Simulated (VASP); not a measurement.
Set up this calculation in VASP 6.6.1, as the native input.

- Task: relaxation of the atoms
- Functional: LDA
- Potentials or basis: VASP PAW LDA potentials, release 64 (W_sv, Pt)
- Cutoff: 450 eV
- k mesh: 5 × 5 × 1
- Occupations: gaussian, width 0.1 eV
- Spin: no spin polarisation
- Dipole correction: yes
- Atoms held fixed (from 0): [0, 1, 2, 3, 4, 5, 6, 7, 8, 9, 10, 11]
- Further INCAR settings: ALGO = Normal; EDIFF = 1e-07; NELMDL = -8; IBRION = 2; EDIFFG = -0.025; NSW = 36
- Atoms held along some axes (from 0): atom 12 along a and b

The structure of PtW12 lies in POSCAR:

```
PtW12
1.0
    5.4319816376      0.0000000000      0.0000000000
   -1.8106605459      5.1213214017      0.0000000000
    0.0000000000      0.0000000000     19.7903917603
W Pt
12 1
Selective dynamics
Direct
    0.2500000000      0.2500000000      0.2021182829  F F F
    0.2500000000      0.7500000000      0.2021182829  F F F
    0.7500000000      0.2500000000      0.2021182829  F F F
    0.7500000000      0.7500000000      0.2021182829  F F F
    0.0000000000      0.0000000000      0.3105119034  F F F
    0.0000000000      0.5000000000      0.3105119034  F F F
    0.5000000000      0.0000000000      0.3105119034  F F F
    0.5000000000      0.5000000000      0.3105119034  F F F
    0.2500000000      0.2500000000      0.4189099367  F F F
    0.2500000000      0.7500000000      0.4189099367  F F F
    0.7500000000      0.2500000000      0.4189099367  F F F
    0.7500000000      0.7500000000      0.4189099367  F F F
    0.5000000000      0.5000000000      0.5219902610  F F T
```

The input as run:

INCAR

```
ALGO = Normal
DIPOL = 0.5 0.5 0.327
EDIFF = 1E-7
EDIFFG = -0.025
ENCUT = 450
GGA = CA
GGA_COMPAT = F
IBRION = 2
IDIPOL = 3
ISIF = 2
ISMEAR = 0
KPAR = 4
LASPH = T
LCHARG = F
LDIPOL = T
LREAL = F
LWAVE = F
NELM = 120
NELMDL = -8
NELMIN = 4
NSW = 36
PREC = Accurate
SIGMA = 0.1
```

KPOINTS

```
k-points
0
Gamma
  5 5 1
```

Potentials or basis: VASP PAW LDA potentials, release 64 (W_sv, Pt).

Run with:

```sh
$ cat potpaw_LDA.64/W_sv/POTCAR potpaw_LDA.64/Pt/POTCAR > POTCAR
$ mpirun -np 4 vasp_std > vasp.out
```

It gave:

```yaml
Energy_gained_by_relaxing: 10.5 meV/atom
Ionic_steps: 3
Band_gap_on_the_k_mesh: zero (bands 89 and 90 overlap by 1.36 eV)
```

Caveat: spin-orbit coupling is left out, which moves the levels of the heavy elements.

Wall time 12 min on 4 MPI ranks on Intel(R) Xeon(R) Platinum 8559C (Emerald Rapids) (shared host), peak memory 0.63 GiB a rank.
